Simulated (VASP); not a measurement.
Set up this calculation in VASP 6.6.1, as the native input.

```yaml
Task: single point
Functional: r2SCAN
Potentials_or_basis: VASP PAW PBE potentials, release 64 (Hf_pv, C)
Cutoff: 660 eV
k_mesh: 15 × 15 × 8
Occupations: gaussian, width 0.1 eV
Spin: no spin polarisation
Dipole_correction: no
Further_INCAR_settings: ALGO = Normal; EDIFF = 1e-06; NBANDS = 22
```

HfC:

```
CELL_PARAMETERS angstrom
3.26170 0.00000 0.00000
-1.63085 2.82472 0.00000
0.00000 0.00000 5.07639
ATOMIC_POSITIONS crystal
Hf 0.66667 0.33333 0.75000
Hf 0.33333 0.66667 0.25000
C 0.00000 0.00000 0.00000
C 0.00000 0.00000 0.50000
```

This cell differs from its parent crystal: functional r2SCAN, strained.

These files were run (other wordings do the same):

POSCAR

```
HfC
1.0
    3.2617012653      0.0000000000      0.0000000000
   -1.6308506326      2.8247161553      0.0000000000
    0.0000000000      0.0000000000      5.0763921041
Hf C
2 2
Direct
    0.6666666667      0.3333333333      0.7500000000
    0.3333333333      0.6666666667      0.2500000000
    0.0000000000      0.0000000000      0.0000000000
    0.0000000000      0.0000000000      0.5000000000
```

INCAR.step1

```
PREC = Accurate
ENCUT = 660
ISMEAR = 0
SIGMA = 0.1
LREAL = False
LASPH = True
NELM = 120
NBANDS = 22
GGA = PE
ALGO = Normal
EDIFF = 1E-5
LWAVE = True
LCHARG = False
GGA_COMPAT = False
```

INCAR.step2

```
PREC = Accurate
ENCUT = 660
EDIFF = 1E-6
ISMEAR = 0
SIGMA = 0.1
LREAL = False
LASPH = True
NELM = 120
ALGO = Normal
ISIF = 2
LWAVE = False
LCHARG = False
METAGGA = R2SCAN
LMIXTAU = True
NBANDS = 22
ISTART = 1
GGA_COMPAT = False
```

KPOINTS

```
regular mesh
0
Gamma
  15 15 8
```

Potentials or basis: VASP PAW PBE potentials, release 64 (Hf_pv, C).

Command:

```bash
$ cat potpaw_PBE.64/Hf_pv/POTCAR potpaw_PBE.64/C/POTCAR > POTCAR
$ cp INCAR.step1 INCAR
$ mpirun -np 1 vasp_std > vasp.out
$ cp INCAR.step2 INCAR
$ mpirun -np 1 vasp_std > vasp.out
```

It gave:

```json
{"Pressure": "16.0 GPa", "Band gap on the k mesh": "zero (band 14 reaches 8.27 eV, above the bottom of band 15 at 6.53 eV)"}
```

Caveat: the cell differs from its parent crystal (functional r2SCAN, strained); the PAW data sets were made with another functional, which shifts forces and pressure a little; spin-orbit coupling is left out, which moves the levels of the heavy elements.

Run time: 8.7 min on 1 thread of Intel Xeon 6975P-C, with other jobs on the host, peak memory 0.32 GiB.
